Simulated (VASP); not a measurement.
Here is a VASP 6.6.1 calculation.

INCAR

```
SYSTEM = Bi
ALGO = Normal ; EDIFF = 1E-7
EDIFFG = -0.04 ; ENCUT = 600
GGA = PS ; IBRION = 2
ISIF = 3 ; ISMEAR = 0
LASPH = .True. ; LCHARG = .False.
LREAL = .False. ; LWAVE = .False.
NELM = 100 ; NSW = 90
PREC = Accurate ; SIGMA = 0.1
```

KPOINTS

```
k-points
0
Gamma
  4 4 4
  0 0 0
```

POSCAR

```
Bi
1.0
    2.0449810621     -6.4871000460      0.0000000000
    2.0449810621      6.4871000460      0.0000000000
    0.0000000000      0.0000000000      5.4120948956
Bi
4
Direct
    0.0980000000      0.9020000000      0.9100000000
    0.5980000000      0.4020000000      0.5900000000
    0.9020000000      0.0980000000      0.0900000000
    0.4020000000      0.5980000000      0.4100000000
```

Potentials or basis: VASP PAW PBE potentials, release 64 (Bi_d).

The run is started by

```bash
$ cat potpaw_PBE.64/Bi_d/POTCAR > POTCAR
$ mpirun -np 1 vasp_std > vasp.out
```

(1) What does it give for the band gap on the k mesh?

(2) What does it give for the relaxed volume?

Answers

(1) zero (band 30 reaches 6.63 eV, above the bottom of band 31 at 6.54 eV).

(2) 33.27 Å³/atom.

Caveat: the k points lie up to 0.37 Å⁻¹ apart in the final cell; the PAW data sets were made with another functional, which shifts forces and pressure a little; spin-orbit coupling is left out, which moves the levels of the heavy elements.
